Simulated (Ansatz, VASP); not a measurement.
One calculation of Ir, two programs

INCAR

```
PREC     = Accurate       # precision mode
ENCUT    = 520            # plane-wave cutoff, eV
EDIFF    = 1E-6           # SCF threshold, eV
ISMEAR   = 0              # smearing method
SIGMA    = 0.15           # smearing width, eV
LREAL    = F              # projectors in reciprocal space
LASPH    = T              # aspherical terms in the spheres
NELM     = 100            # most SCF steps
ALGO     = Fast           # electronic algorithm
ISIF     = 2              # what is computed and relaxed
LWAVE    = F              # write WAVECAR
LCHARG   = F              # write CHGCAR
GGA      = PE             # functional
NBANDS   = 10             # bands
```

KPOINTS

```
Automatic mesh
0
Gamma
  24 24 24
```

Contents of POSCAR:

```
Ir
1.0
    0.0000000000      1.9738042925      1.8158999491
    1.9738042925      0.0000000000      1.8158999491
    1.9738042925      1.9738042925      0.0000000000
Ir
1
Direct
    0.0000000000      0.0000000000      0.0000000000
```

Input for Ansatz:

```yaml
crystal:
  lattice:
    - [0.0, 1.9738042925, 1.8158999491]
    - [1.9738042925, 0.0, 1.8158999491]
    - [1.9738042925, 1.9738042925, 0.0]
  atoms:
    - { symbol: Ir, position: [0.0, 0.0, 0.0] }
basis:
  ecutwfc: 420
kpoints:
  mp_grid: { grid: [24, 24, 24] }
hamiltonian:
  xc: pbe
scf:
  occupations: { method: gaussian, width: 0.15 }
output:
  forces: true
  stress: true
  eigenvalues: true
```

Alike in both runs: task single point; functional PBE; k mesh 24 × 24 × 24; occupations gaussian, width 0.15 eV; no spin polarisation.

```csv
,VASP,Ansatz
version,VASP 6.6.1,Ansatz 0.2.0
potentials or method,"VASP PAW PBE potentials, release 64 (Ir), cutoff 520 eV","scalar-relativistic, plane waves, PAW"
valence electrons in the cell,9,17
```

```tsv
	VASP	Ansatz	Ansatz less VASP
gap on the k mesh at the Fermi level (eV)	none	none	-
pressure (GPa)	11.0	10.6	-0.46
traceless stress, the component that is largest in VASP (GPa)	19.32	19.42	+0.103
```

A gap of «none» marks a metal or a gap that the smearing closes. With one functional, cell and mesh, what is left measures potentials, basis and numerics. VASP's potentials hold 9 valence electrons a cell and Ansatz's 17, so a difference there can come from the potentials and not from the codes.

Neither program's run includes spin-orbit coupling.
